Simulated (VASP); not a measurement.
Here is a VASP 6.6.1 calculation.

INCAR

```
PREC     = Accurate       # precision mode
ENCUT    = 520            # plane-wave cutoff, eV
EDIFF    = 1E-6           # SCF threshold, eV
ISMEAR   = 0              # smearing method
SIGMA    = 0.05           # smearing width, eV
LREAL    = False          # projectors in reciprocal space
LASPH    = True           # aspherical terms in the spheres
NELM     = 100            # most SCF steps
ALGO     = Normal         # electronic algorithm
ISIF     = 2              # what is computed and relaxed
LWAVE    = False          # write WAVECAR
LCHARG   = False          # write CHGCAR
GGA      = PS             # functional
NBANDS   = 22             # bands
```

KPOINTS

```
Automatic mesh
0
Gamma
  4 4 2
```

The input POSCAR:

```
F
1.0
    2.9484629692     -1.6945827202     -0.2274109001
    2.9484629692      1.6945827202     -0.2274109001
   -2.2170189184      0.0000000000      6.7863396219
F
4
Direct
    0.0848459664      0.0848459664      0.1099880702
    0.9151540336      0.9151540336      0.8900119298
    0.5015719855      0.5015719855      0.5937195244
    0.4984280145      0.4984280145      0.4062804756
```

Potentials or basis: VASP PAW PBE potentials, release 64 (F).

Run with:

```bash
$ cat potpaw_PBE.64/F/POTCAR > POTCAR
$ mpirun -np 1 vasp_std > vasp.out
```

**Question.** Predict the pressure.

**Answer.** 1.0 GPa.

**Question.** What does it give for the band gap on the k mesh?

**Answer.** 2.00 eV, indirect (least direct gap 2.11 eV).

Stress tensor (GPa, compression positive):
```
-0.39  0.00 -6.07
 0.00 -0.38  0.00
-6.07  0.00  3.66
```

Caveat: the k points lie up to 0.55 Å⁻¹ apart; the PAW data sets were made with another functional, which shifts forces and pressure a little. Expect the measured gap to be larger: semilocal functionals such as PBEsol lack the derivative discontinuity.
